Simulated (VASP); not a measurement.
Crystal: GaP.

```
CELL_PARAMETERS angstrom
0.00000 2.72540 2.72540
2.72540 0.00000 2.72540
2.72540 2.72540 0.00000
ATOMIC_POSITIONS crystal
Ga 0.00000 0.00000 0.00000
P 0.25000 0.25000 0.25000
```

Base run:

* Program: VASP 6.6.1
* Functional: r2SCAN
* Potentials or basis: VASP PAW PBE potentials, release 64 (Ga_d, P)
* Cutoff: 550 eV
* k mesh: 8 × 8 × 8
* Occupations: gaussian, width 0.01 eV
* Spin: no spin polarisation

Its results: band gap on the k mesh 1.90 eV, indirect (least direct gap 2.34 eV); pressure 0.0 GPa.

Problem. The run is repeated on the same cell with these changes: functional from r2SCAN to PBE; cutoff from 550 eV to 500 eV; occupations from gaussian, width 0.01 eV to fermi-dirac, width 0.02 eV. What comes out?

Solution. Band gap on the k mesh 1.64 eV, indirect (least direct gap 1.82 eV); pressure 2.4 GPa.

Caveats: the PAW data sets were made with another functional, which shifts forces and pressure a little (some runs).

A k mesh can miss the band edges.
